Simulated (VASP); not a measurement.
A run of VASP 6.6.1 is set up as follows.

The input POSCAR:

```
ZnS
1.0
    0.0000000000      2.7046500000      2.7857895000
    2.7046500000      0.0000000000      2.7857895000
    2.7046500000      2.7046500000      0.0000000000
Zn S
1 1
Direct
    0.0000000000      0.0000000000      0.0000000000
    0.7500000000      0.7500000000      0.7500000000
```

Contents of INCAR.step1:

```
  PREC = Accurate
  ENCUT = 520
  ISMEAR = 0
  SIGMA = 0.05
  LREAL = False
  LASPH = True
  NELM = 80
  NBANDS = 16
  GGA = PE
  ALGO = Normal
  EDIFF = 1E-4
  LWAVE = True
  LCHARG = False
```

The input INCAR.step2:

```
  PREC = Accurate
  ENCUT = 520
  EDIFF = 1E-6
  ISMEAR = 0
  SIGMA = 0.05
  LREAL = False
  LASPH = True
  NELM = 80
  ALGO = Normal
  ISIF = 2
  LWAVE = False
  LCHARG = True
  METAGGA = R2SCAN
  LMIXTAU = True
  LELF = True
  LVHAR = True
  NBANDS = 16
  ISTART = 1
```

The input KPOINTS:

```
Automatic mesh
0
Gamma
  8 8 8
```

Potentials or basis: VASP PAW PBE potentials, release 64 (Zn, S).

The run is started by

```bash
$ cat potpaw_PBE.64/Zn/POTCAR potpaw_PBE.64/S/POTCAR > POTCAR
$ cp INCAR.step1 INCAR
$ mpirun -np 1 vasp_std > vasp.out
$ cp INCAR.step2 INCAR
$ mpirun -np 1 vasp_std > vasp.out
```

**Question.** What does it give for the pressure?

**Answer.** -2.9 GPa.

**Question.** What does it give for the band gap on the k mesh?

**Answer.** 2.48 eV, direct.

Stress tensor (GPa, compression positive):
```
-2.45  0.00  0.00
 0.00 -2.45  0.00
 0.00  0.00 -3.83
```

Caveat: the cell differs from its parent crystal (strain +0.000 along x and y, +0.030 along z); the PAW data sets were made with another functional, which shifts forces and pressure a little.
